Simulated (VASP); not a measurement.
# MgH2 (Fm-3m) in VASP: a series of runs, part 2 of 2

VASP 6.6.1. Earlier steps stand in the parts before.

## (3) Relaxation of cell and atoms, r2SCAN, target pressure -2 GPa, at which the enthalpy is minimised

This run uses another cell than the first one, of 9.00 Å³/atom, 0.987 times its volume.

POSCAR

```
MgH2
1.0
    0.0000000000      2.3810670000      2.3810670000
    2.3810670000      0.0000000000      2.3810670000
    2.3810670000      2.3810670000      0.0000000000
Mg H
1 2
Direct
    0.0000000000      0.0000000000      0.0000000000
    0.7500000000      0.7500000000      0.7500000000
    0.2500000000      0.2500000000      0.2500000000
```

INCAR.step1

```
SYSTEM = MgH2
ALGO = Normal ; EDIFF = 1E-4
ENCUT = 600 ; GGA = PE
ISMEAR = -1 ; LASPH = .True.
LCHARG = .False. ; LREAL = .False.
LWAVE = .True. ; NELM = 60
PREC = Accurate ; SIGMA = 0.1
```

INCAR.step2

```
SYSTEM = MgH2
ALGO = Normal ; EDIFF = 1E-6
EDIFFG = -0.03 ; ENCUT = 600
IBRION = 2 ; ISIF = 3
ISMEAR = -1 ; ISTART = 1
LASPH = .True. ; LCHARG = .False.
LMIXTAU = .True. ; LREAL = .False.
LWAVE = .False. ; METAGGA = R2SCAN
NELM = 60 ; NSW = 80
PREC = Accurate ; PSTRESS = -20.0
SIGMA = 0.1
```

KPOINTS

```
k-points
0
Gamma
  6 6 6
  0 0 0
```

Potentials or basis: VASP PAW PBE potentials, release 64 (Mg, H).

On the command line:

```
cat potpaw_PBE.64/Mg/POTCAR potpaw_PBE.64/H/POTCAR > POTCAR
cp INCAR.step1 INCAR
mpirun -np 1 vasp_std > vasp.out
cp INCAR.step2 INCAR
mpirun -np 1 vasp_std > vasp.out
```

OUTCAR:

```text
SYSTEM = MgH2
   EDIFF = 1E-6
   EDIFFG = -0.03
   ENCUT = 600
   IBRION = 2
   ISIF = 3
   ISMEAR = -1
   ISTART = 1
   LASPH = .True.
   LREAL = .False.
   METAGGA = R2SCAN
   NELM = 60
   NSW = 80
   PREC = Accurate
   PSTRESS = -20.0

 ion  position               nearest neighbor table
   1  0.000  0.000  0.000-   2 2.06   2 2.06   2 2.06   2 2.06   3 2.06   3 2.06   3 2.06   3 2.06

   2  0.750  0.750  0.750-   1 2.06   1 2.06   1 2.06   1 2.06
   3  0.250  0.250  0.250-   1 2.06   1 2.06   1 2.06   1 2.06
[... 332 lines left out ...]
  --------------------------------------------------------------------------------------
  -------------------------------------------------------------------------------------
  Total       -0.2940787     -0.2940787     -0.2940787      0.0000000     -0.0000000      0.0000000
  in kB      -17.4513634    -17.4513634    -17.4513634      0.0000000     -0.0000000      0.0000000
  external PRESSURE =       2.5486366 kB  Pullay stress =     -20.0000000 kB

 VOLUME and BASIS-vectors are now :
 -----------------------------------------------------------------------------
  energy-cutoff  :      600.00
  volume of cell :       27.00
      direct lattice vectors                 reciprocal lattice vectors
     0.000000000  2.381067000  2.381067000    -0.209989891  0.209989891  0.209989891
     2.381067000  0.000000000  2.381067000     0.209989891 -0.209989891  0.209989891
     2.381067000  2.381067000  0.000000000     0.209989891  0.209989891 -0.209989891

 POSITION                                       TOTAL-FORCE (eV/Angst)
 -----------------------------------------------------------------------------------
      0.00000      0.00000      0.00000        -0.000000      0.000000      0.000000
      3.57160      3.57160      3.57160         0.000000      0.000000      0.000000
      1.19053      1.19053      1.19053         0.000000     -0.000000     -0.000000
 -----------------------------------------------------------------------------------
    total drift:                                0.000000      0.000000      0.000000

  FREE ENERGIE OF THE ION-ELECTRON SYSTEM (eV)
  ---------------------------------------------------
  free  energy   TOTEN  =       -11.5261983730 eV

  energy  without entropy=      -11.5218379927  energy(sigma->0) =      -11.52401818

  enthalpy is  TOTEN    =       -11.8632250335 eV   P V=       -0.3370266604

 reached required accuracy - stopping structural energy minimisation
```

It took 10 s on 1 thread of Intel Xeon 6975P-C (Granite Rapids), shared host; peak memory 0.16 GiB.

Results:

- Free energy: -11.5262 eV
- Pressure after relaxing: -1.7 GPa
- Band gap on the k mesh: zero (band 2 reaches 3.76 eV, above the bottom of band 3 at 2.88 eV)

Final structure:
```yaml
crystal:
  lattice:
    - [0.00000, 2.38107, 2.38107]
    - [2.38107, 0.00000, 2.38107]
    - [2.38107, 2.38107, 0.00000]
  atoms:
    - { symbol: Mg, position: [0.00000, 0.00000, 0.00000] }
    - { symbol: H, position: [0.75000, 0.75000, 0.75000] }
    - { symbol: H, position: [0.25000, 0.25000, 0.25000] }
```

Levels at points of the mesh, in eV from the Fermi level:
```tsv
k point	band 1	band 2	band 3	band 4	band 5	band 6
(0.00, 0.00, 0.00)	-10.31	0.87	9.77	9.77	9.77	12.91
(0.50, 0.00, 0.00)	-5.93	-5.85	7.28	8.00	9.58	9.58
(0.50, 0.50, 0.00)	-6.02	-2.56	-0.02	5.12	5.12	8.81
```

Caveat: the k points lie up to 0.38 Å⁻¹ apart in the final cell; the relaxation stopped at its first step, so nothing moved; the cell is relaxed towards a set pressure, so the enthalpy falls and the energy may rise; the PAW data sets were made with another functional, which shifts forces and pressure a little.

## (4) Relaxation of cell and atoms, r2SCAN

This run uses another cell than the first one, of 9.00 Å³/atom, 0.987 times its volume.

POSCAR is that of step 3.

INCAR.step1

```
PREC = Accurate
ENCUT = 600
ISMEAR = -1
SIGMA = 0.1
LREAL = False
LASPH = True
NELM = 80
GGA = PE
ALGO = Normal
EDIFF = 1E-4
LWAVE = True
LCHARG = False
```

INCAR.step2

```
PREC = Accurate
ENCUT = 600
EDIFF = 1E-6
ISMEAR = -1
SIGMA = 0.1
LREAL = False
LASPH = True
NELM = 80
ALGO = Normal
ISIF = 3
LWAVE = False
LCHARG = False
METAGGA = R2SCAN
LMIXTAU = True
IBRION = 2
NSW = 80
EDIFFG = -0.03
ISTART = 1
```

KPOINTS

```
regular mesh
0
Gamma
  6 6 6
```

On the command line:

```
cat potpaw_PBE.64/Mg/POTCAR potpaw_PBE.64/H/POTCAR > POTCAR
cp INCAR.step1 INCAR
mpirun -np 1 vasp_std > vasp.out
cp INCAR.step2 INCAR
mpirun -np 1 vasp_std > vasp.out
```

Wall time 22 s (1 thread of Intel Xeon 6975P-C (Granite Rapids), shared host); peak memory 0.16 GiB.

It converged, with:

```
Free energy                            : -11.5305 eV
Relaxed volume                         : 8.76 Å³/atom
Relaxed cell                           : a = 3.338 Å, b = 3.338 Å, c = 3.338 Å, α = 60.00°, β = 60.00°, γ = 60.00°
Space group after relaxing (to 0.05 Å) : Fm-3m (No. 225)
Energy gained by relaxing              : 1.4 meV/atom
Ionic steps                            : 3
Pressure after relaxing                : -0.1 GPa
Band gap on the k mesh                 : zero (band 2 reaches 3.97 eV, above the bottom of band 3 at 3.02 eV)
```

Step by step:
```csv
step,energy change (eV),largest force (eV/Å),pressure (GPa),volume (Å³)
1,0.0000,0.0000,-1.75,27.00
2,-0.0032,0.0000,-0.90,26.62
3,-0.0043,0.0000,-0.14,26.29
```

Final structure:
```
CELL_PARAMETERS angstrom
0.00000 2.36016 2.36016
2.36016 0.00000 2.36016
2.36016 2.36016 0.00000
ATOMIC_POSITIONS crystal
Mg 0.00000 0.00000 0.00000
H 0.75000 0.75000 0.75000
H 0.25000 0.25000 0.25000
```

Levels at points of the mesh, in eV from the Fermi level:
```tsv
k point	band 1	band 2	band 3	band 4	band 5
(0.00, 0.00, 0.00)	-10.49	0.92	9.87	9.87	9.87
(0.50, 0.00, 0.00)	-6.02	-5.96	7.38	8.23	9.67
(0.50, 0.50, 0.00)	-6.12	-2.60	-0.03	5.20	5.20
```

Caveat: the k points lie up to 0.38 Å⁻¹ apart in the final cell; the PAW data sets were made with another functional, which shifts forces and pressure a little.

## (5) Summary

| task | cell | cutoff (eV) | gap on the mesh (eV) | pressure (GPa) |
| --- | --- | --- | --- | --- |
| single point | a = 3.382 Å, angles 60.0°, 3 atoms | 520 | none | -2.6 |
| relaxation of cell and atoms | relaxed to -2 GPa from a = 3.367 Å, angles 60.0°, 3 atoms | 600 | none | -1.7 |
| relaxation of cell and atoms | relaxed from a = 3.367 Å, angles 60.0°, 3 atoms | 600 | none | -0.1 |

Alike in all rows: level r2SCAN; potentials or basis VASP PAW PBE potentials, release 64 (Mg, H); no spin polarisation; k mesh 6 × 6 × 6; smearing fermi-dirac 0.1 eV.

Caveats: all runs use coarse meshes; the PAW data sets were made with another functional, which shifts forces and pressure a little; the relaxation stopped at its first step, so nothing moved (some runs); the cell is relaxed towards a set pressure, so the enthalpy falls and the energy may rise (some runs).

Absolute energies hang on the potentials; compare differences alone.
